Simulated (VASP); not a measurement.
Wanted: the native input for a VASP 6.6.1 run.

- Task: single point
- Functional: PBE
- Potentials or basis: VASP PAW PBE potentials, release 64 (In_d)
- Cutoff: 520 eV
- k mesh: 10 × 10 × 10
- Occupations: gaussian, width 0.017 eV
- Spin: no spin polarisation
- Dipole correction: no
- Further INCAR settings: ALGO = Fast; EDIFF = 1e-06; NBANDS = 12

The structure of In lies in POSCAR:

```
In
1.0
   -1.8825252400      1.8825252400      1.8825252400
    1.8825252400     -1.8825252400      1.8825252400
    1.8825252400      1.8825252400     -1.8825252400
In
1
Direct
    0.0000000000      0.0000000000      0.0000000000
```

These files were run (other wordings do the same):

INCAR

```
SYSTEM = In
PREC = Accurate ; ENCUT = 520
EDIFF = 1E-6 ; ISMEAR = 0
SIGMA = 0.017 ; LREAL = .FALSE.
LASPH = .TRUE. ; NELM = 80
ALGO = Fast ; ISIF = 2
LWAVE = .FALSE. ; LCHARG = .FALSE.
GGA = PE ; NBANDS = 12
```

KPOINTS

```
regular mesh
0
G
  10 10 10
  0 0 0
```

Potentials or basis: VASP PAW PBE potentials, release 64 (In_d).

The run is started by

```console
$ cat potpaw_PBE.64/In_d/POTCAR > POTCAR
$ mpirun -np 1 vasp_std > vasp.out
```

It gave:

```yaml
Pressure: 1.6 GPa
```

It took 12 s on 1 thread of AMD EPYC 7R13 Processor (Zen 3), with other jobs on the host, peak memory 0.11 GiB.
